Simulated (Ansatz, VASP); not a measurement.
**Two plane-wave programs on K2S**

```
K S
1.0
     0.00000    3.69550    3.69550
     3.69550    0.00000    3.69550
     3.69550    3.69550    0.00000
K S
2 1
Direct
  0.25000 0.25000 0.25000
  0.75000 0.75000 0.75000
  0.00000 0.00000 0.00000
```

Alike in both runs: task electric field gradients; functional PBEsol; k mesh 7 × 7 × 7; occupations fermi-dirac, width 0.01 eV; no spin polarisation.

```csv
,VASP,Ansatz
version,VASP 6.6.1,Ansatz 0.2.0
potentials or method,"VASP PAW PBE potentials, release 64 (K_sv, S)","PAW with Ansatz's default frozen-core files, scalar-relativistic"
plane-wave cutoff (eV),400,420
valence electrons in the cell,24,24
```

```tsv
	VASP	Ansatz	Ansatz less VASP
gap on the k mesh at the Fermi level (eV)	2.30	2.30	+0.001
pressure (GPa)	-0.4	-0.4	-0.06
```

VASP's potentials were made for PBE, not for PBEsol.
